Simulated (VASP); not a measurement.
Si2Mo (MoSi2 type):

```
Mo Si
1.0
    -1.55022    1.55022    3.79803
     1.55022   -1.55022    3.79803
     1.55022    1.55022   -3.79803
Mo Si
1 2
Direct
  0.00000 0.00000 0.00000
  0.33500 0.33500 0.00000
  0.66500 0.66500 0.00000
```

- Program: VASP 6.6.1
- Task: relaxation of cell and atoms
- Functional: PBEsol
- Potentials or basis: VASP PAW PBE potentials, release 64 (Mo_sv, Si)
- Cutoff: 600 eV
- k mesh: 14 × 14 × 14
- Occupations: fermi-dirac, width 0.05 eV
- Spin: no spin polarisation

At the start: pressure 23.6 GPa; volume 12.17 Å³/atom.

How do energy, volume and symmetry change on relaxing?

Over 10 steps the energy falls by 76.1 meV/atom and the volume is 13.29 Å³/atom (+9.2 %); space group I4/mmm (No. 139, to 0.05 Å).

Step by step:
| step | energy change (eV) | largest force (eV/Å) | pressure (GPa) | volume (Å³) |
| --- | --- | --- | --- | --- |
| 1 | 0.0000 | 0.2171 | 23.63 | 36.51 |
| 2 | 0.4200 | 0.4751 | -25.08 | 46.84 |
| 3 | -0.2269 | 0.1079 | -0.88 | 39.99 |
| 4 | -0.2275 | 0.0964 | -0.03 | 39.84 |
| 5 | -0.2274 | 0.0911 | 0.35 | 39.77 |
| 6 | -0.2283 | 0.0124 | 0.25 | 39.82 |
| 7 | -0.2283 | 0.0237 | 0.27 | 39.81 |
| 8 | -0.2283 | 0.0077 | -0.34 | 39.92 |
| 9 | -0.2284 | 0.0149 | -0.07 | 39.87 |
| 10 | -0.2284 | 0.0014 | 0.01 | 39.86 |

Final structure:
```xyz
3
Lattice="-1.5959 1.5959 3.9124 1.5959 -1.5959 3.9124 1.5959 1.5959 -3.9124" Properties=species:S:1:pos:R:3 pbc="T T T"
Mo    0.0000    0.0000    7.8247
Si    0.0000    0.0000    2.6217
Si    0.0000    0.0000    5.2030
```

Caveat: the PAW data sets were made with another functional, which shifts forces and pressure a little.
